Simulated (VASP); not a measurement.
# Ba3Ca (Pm-3m) in VASP: further runs

The runs below take Ba3Ca through single point, relaxation of cell and atoms, with LDA.

All numbers are computed with VASP 6.6.1; they aren't measurements. Logs are shortened: lines on timing, memory, paths and dates and some standing lists are left out, and cuts for length are marked.

## 1. The cell of the first run

Symmetry: Pm-3m, No. 221, cubic system. Conventional cell: a = 6.387 Å, b = 6.387 Å, c = 6.387 Å, α = 90.00°, β = 90.00°, γ = 90.00°.

## 2. Single point, LDA

INCAR

```
SYSTEM = Ba3Ca
PREC = Accurate
ENCUT = 520
EDIFF = 1E-7
ISMEAR = 1
SIGMA = 0.15
LREAL = .False.
LASPH = .True.
NELM = 80
ALGO = Normal
ISIF = 2
LWAVE = .False.
LCHARG = .False.
GGA = CA
NBANDS = 28
```

KPOINTS

```
regular mesh
0
Gamma
  4 4 4
  0 0 0
```

POSCAR

```
Ba3Ca
1.0
    6.3871797656      0.0000000000      0.0000000000
    0.0000000000      6.3871797656      0.0000000000
    0.0000000000      0.0000000000      6.3871797656
Ba Ca
3 1
Direct
    0.0000000000      0.5000000000      0.5000000000
    0.5000000000      0.0000000000      0.5000000000
    0.5000000000      0.5000000000      0.0000000000
    0.0000000000      0.0000000000      0.0000000000
```

Potentials or basis: VASP PAW LDA potentials, release 64 (Ba_sv, Ca_sv).

Command:

```bash
$ cat potpaw_LDA.64/Ba_sv/POTCAR potpaw_LDA.64/Ca_sv/POTCAR > POTCAR
$ mpirun -np 1 vasp_std > vasp.out
```

OUTCAR:

```text
SYSTEM = Ba3Ca
   PREC = Accurate
   ENCUT = 520
   EDIFF = 1E-7
   ISMEAR = 1
   LREAL = .False.
   LASPH = .True.
   NELM = 80
   ISIF = 2
   GGA = CA

 ion  position               nearest neighbor table
   1  0.000  0.500  0.500-   2 4.52   3 4.52   3 4.52   2 4.52   2 4.52   3 4.52   3 4.52   2 4.52

   2  0.500  0.000  0.500-   1 4.52   3 4.52   3 4.52   1 4.52   3 4.52   3 4.52   1 4.52   1 4.52

   3  0.500  0.500  0.000-   1 4.52   2 4.52   1 4.52   2 4.52   2 4.52   2 4.52   1 4.52   1 4.52

   4  0.000  0.000  0.000-

  LATTYP: Found a simple cubic cell.
 ALAT       =     6.3871797656

  Lattice vectors:

 A1 = (   6.3871797656,   0.0000000000,   0.0000000000)
 A2 = (   0.0000000000,   6.3871797656,   0.0000000000)
 A3 = (   0.0000000000,   0.0000000000,   6.3871797656)

Analysis of symmetry for initial positions (statically):
=====================================================================
 Subroutine PRICEL returns:
 Original cell was already a primitive cell.

 Routine SETGRP: Setting up the symmetry group for a
 simple cubic supercell.

 Subroutine GETGRP returns: Found 48 space group operations
 (whereof 48 operations were pure point group operations)
 out of a pool of 48 trial point group operations.

The static configuration has the point symmetry O_h .

Analysis of symmetry for dynamics (positions and initial velocities):
=====================================================================
 Subroutine PRICEL returns:
 Original cell was already a primitive cell.

 Routine SETGRP: Setting up the symmetry group for a
 simple cubic supercell.

 Subroutine GETGRP returns: Found 48 space group operations
 (whereof 48 operations were pure point group operations)
 out of a pool of 48 trial point group operations.

The dynamic configuration has the point symmetry O_h .

 Subroutine INISYM returns: Found 48 space group operations
 (whereof 48 operations are pure point group operations),
 and found     1 'primitive' translations

----------------------------------------------------------------------------------------

                                     Primitive cell

  volume of cell :     260.5718

  direct lattice vectors                    reciprocal lattice vectors
     6.387179766  0.000000000  0.000000000     0.156563622  0.000000000  0.000000000
     0.000000000  6.387179766  0.000000000     0.000000000  0.156563622  0.000000000
     0.000000000  0.000000000  6.387179766     0.000000000  0.000000000  0.156563622

  length of vectors
     6.387179766  6.387179766  6.387179766     0.156563622  0.156563622  0.156563622

  position of ions in fractional coordinates (direct lattice)
     0.000000000  0.500000000  0.500000000
     0.500000000  0.000000000  0.500000000
     0.500000000  0.500000000  0.000000000
     0.000000000  0.000000000  0.000000000

  ion indices of the primitive-cell ions
   primitive index   ion index
                 1           1
                 2           2
                 3           3
                 4           4

----------------------------------------------------------------------------------------

 KPOINTS: regular mesh

Automatic generation of k-mesh.
 Grid dimensions read from file:
 generate k-points for:    4    4    4

 Generating k-lattice:

  Cartesian coordinates                     Fractional coordinates (reciprocal lattice)
     0.039140906  0.000000000  0.000000000     0.250000000  0.000000000  0.000000000
     0.000000000  0.039140906  0.000000000     0.000000000  0.250000000  0.000000000
     0.000000000  0.000000000  0.039140906     0.000000000  0.000000000  0.250000000

  Length of vectors
     0.039140906  0.039140906  0.039140906

  Shift w.r.t. Gamma in fractional coordinates (k-lattice)
     0.000000000  0.000000000  0.000000000

 Subroutine IBZKPT returns following result:
 ===========================================

 Found     10 irreducible k-points:

 Following reciprocal coordinates:
            Coordinates               Weight
  0.000000  0.000000  0.000000      1.000000
  0.250000  0.000000  0.000000      6.000000
  0.500000  0.000000  0.000000      3.000000
  0.250000  0.250000  0.000000     12.000000
  0.500000  0.250000  0.000000     12.000000
  0.500000  0.500000  0.000000      3.000000
  0.250000  0.250000  0.250000      8.000000
  0.500000  0.250000  0.250000     12.000000
  0.500000  0.500000  0.250000      6.000000
  0.500000  0.500000  0.500000      1.000000
   k-points           NKPTS =     10   k-points in BZ     NKDIM =     10   number of bands    NBANDS=     28
   number of dos      NEDOS =    301   number of ions     NIONS =      4
   total plane-waves  NPLWV = 110592
   dimension x,y,z NGX =    48 NGY =   48 NGZ =   48
   dimension x,y,z NGXF=    96 NGYF=   96 NGZF=   96
   ions per type =               3   1
   NGX,Y,Z   is equivalent  to a cutoff of  12.49, 12.49, 12.49 a.u.
   NGXF,Y,Z  is equivalent  to a cutoff of  24.99, 24.99, 24.99 a.u.
 SYSTEM =  Ba3Ca
   PREC   = accura    normal or accurate (medium, high low for compatibility)
   ISTART =      0    job   : 0-new  1-cont  2-samecut
   ICHARG =      2    charge: 1-file 2-atom 10-const
   ISPIN  =      1    spin polarized calculation?
   LNONCOLLINEAR =      F non collinear calculations
   LSORBIT =      F    spin-orbit coupling
   LASPH  =      T    aspherical Exc in radial PAW
   ENCUT  =  520.0 eV  38.22 Ry    6.18 a.u.  11.88 11.88 11.88*2*pi/ulx,y,z
   NELM   =     80;   NELMIN=  2; NELMDL= -5     # of ELM steps
   EDIFF  = 0.1E-06   stopping-criterion for ELM
   LREAL  =      F    real-space projection
   EDIFFG = 0.1E-05   stopping-criterion for IOM
   NSW    =      0    number of steps for IOM
   IBRION =     -1    ionic relax: 0-MD 1-quasi-New 2-CG
   NFREE  =      0    steps in history (QN), initial steepest desc. (CG)
   ISIF   =      2    stress and relaxation
   ISYM   =      2    0-nonsym 1-usesym 2-fastsym
   POTIM  = 0.5000    time-step for ionic-motion
   TEBEG  =    0.0;   TEEND  =   0.0 temperature during run
   PSTRESS=    0.0 pullay stress
   NELECT =      40.0000    total number of electrons
   NUPDOWN=      -1.0000    fix difference up-down
   EMIN   =  10.00;   EMAX   =-10.00  energy-range for DOS
   EFERMI =   0.00;   METHOD = LEGACY
   ISMEAR =     1;   SIGMA  =   0.15  broadening in eV -4-tet -1-fermi 0-gaus
   EFERMI_NEDOS =   21; number of points for ismear=-14 and -15
   IALGO  =     38    algorithm
   IMIX   =      4    mixing-type and parameters
     AMIX     =   0.40;   BMIX     =  1.00
     AMIX_MAG =   1.60;   BMIX_MAG =  1.00
  volume/ion in A,a.u.               =      65.14       439.61
  Fermi-wavevector in a.u.,A,eV,Ry     =   0.876568  1.656474 10.454332  0.768372
  Thomas-Fermi vector in A             =   1.996396
   LORBIT       =      0    0 simple, 1 ext, 2 COOP (PROOUT), +10 PAW based schemes
   GGA     = CA    functional components
   LHFCALC =     F    Hartree Fock is set to
   AEXX    =    0.0000 exact exchange contribution
   IVDW    =     0    specifies the selected vdW correction
   LEPSILON=     F    determine dielectric tensor
   LRPA    =     F    only Hartree local field effects (RPA)
 non-spin polarized calculation
 Methfessel and Paxton  Order N= 1 SIGMA  =   0.15
  energy-cutoff  :      520.00
  volume of cell :      260.57
 maximum number of plane-waves:      7088
 NGX is ok and might be reduce to    48
   NGX = 23   NGY = 23   NGZ = 23

 number of electron      39.9999991 magnetization

 Free energy of the ion-electron system (eV)
  ---------------------------------------------------
  ext. energy  EPLUGINS =         0.00000000
  ---------------------------------------------------
  free energy    TOTEN  =        -8.36675005 eV

  energy without entropy =       -8.37812553  energy(sigma->0) =       -8.37054188

 E-fermi :   1.1654     XC(G=0):  -7.3054

 val. band max:        1.1550485737   @ k =   0.0000   0.0000   0.0000
 cond. band min:       1.2100392954   @ k =   0.2500   0.2500   0.2500
 fundamental gap:      0.0549907217
 Fermi energy:         1.1653833027

 k-point     1 :       0.0000    0.0000    0.0000
  band No.  band energies     occupation
      1     -41.1011      2.00000
      2     -27.8511      2.00000
      3     -27.8166      2.00000
      4     -27.8166      2.00000
      5     -22.3559      2.00000
      6     -22.3559      2.00000
[... 20 lines left out ...]
     27       2.8142     -0.00000
     28       2.8142     -0.00000

 k-point     2 :       0.2500    0.0000    0.0000
  band No.  band energies     occupation
      1     -41.1011      2.00000
      2     -27.8467      2.00000
      3     -27.8210      2.00000
      4     -27.8165      2.00000
      5     -22.3559      2.00000
      6     -22.3558      2.00000
[... 20 lines left out ...]
     27       2.4759     -0.00000
     28       2.9780     -0.00000

 k-point     3 :       0.5000    0.0000    0.0000
  band No.  band energies     occupation
      1     -41.1011      2.00000
      2     -27.8396      2.00000
      3     -27.8281      2.00000
      4     -27.8165      2.00000
      5     -22.3559      2.00000
      6     -22.3558      2.00000
[... 20 lines left out ...]
     27       2.7372     -0.00000
     28       2.7575     -0.00000

 k-point     4 :       0.2500    0.2500    0.0000
  band No.  band energies     occupation
      1     -41.1011      2.00000
      2     -27.8428      2.00000
      3     -27.8223      2.00000
      4     -27.8191      2.00000
      5     -22.3559      2.00000
      6     -22.3558      2.00000
[... 144 lines left out ...]
     27       2.5877     -0.00000
     28       2.6129     -0.00000

 k-point     9 :       0.5000    0.5000    0.2500
  band No.  band energies     occupation
      1     -41.1011      2.00000
      2     -27.8280      2.00000
      3     -27.8280      2.00000
      4     -27.8280      2.00000
      5     -22.3559      2.00000
      6     -22.3559      2.00000
[... 20 lines left out ...]
     27       2.5160     -0.00000
     28       2.5232     -0.00000

 k-point    10 :       0.5000    0.5000    0.5000
  band No.  band energies     occupation
      1     -41.1011      2.00000
      2     -27.8279      2.00000
      3     -27.8279      2.00000
      4     -27.8279      2.00000
      5     -22.3560      2.00000
      6     -22.3560      2.00000
[... 20 lines left out ...]
     27       2.6913     -0.00000
     28       2.6996     -0.00000

------------------------ aborting loop because EDIFF is reached ----------------------------------------

  FORCE on cell =-STRESS in cart. coord.  units (eV):
  Direction    XX          YY          ZZ          XY          YZ          ZX
  --------------------------------------------------------------------------------------
  -------------------------------------------------------------------------------------
  Total       -3.1972563     -3.1972563     -3.1972563     -0.0000000      0.0000000     -0.0000000
  in kB      -19.6589636    -19.6589636    -19.6589636     -0.0000000      0.0000000     -0.0000000
  external PRESSURE =     -19.6589636 kB  Pullay stress =       0.0000000 kB

 VOLUME and BASIS-vectors are now :
 -----------------------------------------------------------------------------
  energy-cutoff  :      520.00
  volume of cell :      260.57
      direct lattice vectors                 reciprocal lattice vectors
     6.387179766  0.000000000  0.000000000     0.156563622  0.000000000  0.000000000
     0.000000000  6.387179766  0.000000000     0.000000000  0.156563622  0.000000000
     0.000000000  0.000000000  6.387179766     0.000000000  0.000000000  0.156563622

 POSITION                                       TOTAL-FORCE (eV/Angst)
 -----------------------------------------------------------------------------------
      0.00000      3.19359      3.19359         0.000000      0.000000      0.000000
      3.19359      0.00000      3.19359         0.000000      0.000000      0.000000
      3.19359      3.19359      0.00000         0.000000      0.000000      0.000000
      0.00000      0.00000      0.00000         0.000000      0.000000      0.000000
 -----------------------------------------------------------------------------------
    total drift:                                0.000000     -0.000000     -0.000000

  FREE ENERGIE OF THE ION-ELECTRON SYSTEM (eV)
  ---------------------------------------------------
  free  energy   TOTEN  =        -8.3667500504 eV

  energy  without entropy=       -8.3781255328  energy(sigma->0) =       -8.37054188
```

It took 2.3 min on 1 thread of Oxide Virtual Turin-like, shared host; peak memory 0.25 GiB.

What came out:

* Free energy: -8.3668 eV
* Pressure: -2.0 GPa
* Band gap on the k mesh: zero (band 20 reaches 1.41 eV, above the bottom of band 21 at 1.16 eV)

Caveat: spin-orbit coupling is left out, which moves the levels of the heavy elements.

## 3. Relaxation of cell and atoms, LDA, target pressure -2 GPa, at which the enthalpy is minimised

This run uses another cell than the first one, of 61.18 Å³/atom, 0.939 times its volume.

INCAR

```
PREC     = Accurate       # precision mode
ENCUT    = 600            # plane-wave cutoff, eV
EDIFF    = 1E-6           # SCF threshold, eV
ISMEAR   = 1              # smearing method
SIGMA    = 0.15           # smearing width, eV
LREAL    = False          # projectors in reciprocal space
LASPH    = True           # aspherical terms in the spheres
NELM     = 80             # most SCF steps
ALGO     = Normal         # electronic algorithm
ISIF     = 3              # what is computed and relaxed
LWAVE    = False          # write WAVECAR
LCHARG   = False          # write CHGCAR
GGA      = CA             # functional
IBRION   = 2              # ionic algorithm
NSW      = 80             # ionic steps
EDIFFG   = -0.005         # ionic threshold
PSTRESS  = -20.0
```

KPOINTS

```
Automatic mesh
0
Gamma
  4 4 4
```

POSCAR

```
Ba3Ca
1.0
    6.2549310000      0.0000000000      0.0000000000
    0.0000000000      6.2549310000      0.0000000000
    0.0000000000      0.0000000000      6.2549310000
Ba Ca
3 1
Direct
    0.0000000000      0.5000000000      0.5000000000
    0.5000000000      0.0000000000      0.5000000000
    0.5000000000      0.5000000000      0.0000000000
    0.0000000000      0.0000000000      0.0000000000
```

Potentials or basis: VASP PAW LDA potentials, release 64 (Ba_sv, Ca_sv).

Command:

```bash
$ cat potpaw_LDA.64/Ba_sv/POTCAR potpaw_LDA.64/Ca_sv/POTCAR > POTCAR
$ mpirun -np 1 vasp_std > vasp.out
```

Run time: 6.2 min. Hardware: 1 thread of Oxide Virtual Turin-like, shared host; peak memory 0.29 GiB.

Results (log left out):

```
Free energy                                            : -8.3433 eV
Relaxed volume                                         : 65.61 Å³/atom
Relaxed cell                                           : a = 6.402 Å, b = 6.402 Å, c = 6.402 Å, α = 90.00°, β = 90.00°, γ = 90.00°
Space group after relaxing (to 0.05 Å)                 : Pm-3m (No. 221)
Energy change on relaxing (the enthalpy is what falls) : +50.0 meV/atom
Ionic steps                                            : 4
Pressure after relaxing                                : -2.0 GPa
Band gap on the k mesh                                 : zero (band 20 reaches 1.39 eV, above the bottom of band 21 at 1.14 eV)
```

Step by step:
```csv
step,energy change (eV),largest force (eV/Å),pressure (GPa),volume (Å³)
1,0.0000,0.0000,-1.60,244.72
2,0.0574,0.0000,-1.74,250.23
3,0.2105,0.0000,-2.02,263.26
4,0.2001,0.0000,-2.00,262.44
```

Final structure:
```
Ba Ca
1.0
     6.40237    0.00000    0.00000
     0.00000    6.40237    0.00000
     0.00000    0.00000    6.40237
Ba Ca
3 1
Cartesian
  0.0000 3.2012 3.2012
  3.2012 0.0000 3.2012
  3.2012 3.2012 0.0000
  0.0000 0.0000 0.0000
```

Levels at points of the mesh, in eV from the Fermi level:
```
           k point  band 17  band 18  band 19  band 20  band 21  band 22  band 23  band 24
(0.00, 0.00, 0.00)    -2.99    -0.98    -0.50    -0.50    -0.01    -0.01    -0.01     1.35
(0.50, 0.00, 0.00)    -1.92    -1.76    -0.22     0.24     0.30     0.30     0.52     0.80
(0.50, 0.50, 0.00)    -1.29    -0.93    -0.93    -0.52     0.20     0.68     0.78     0.78
(0.50, 0.50, 0.50)    -1.55    -0.82    -0.82    -0.82     0.44     0.44     0.44     0.99
```

Caveat: the cell is relaxed towards a set pressure, so the enthalpy falls and the energy may rise; spin-orbit coupling is left out, which moves the levels of the heavy elements.
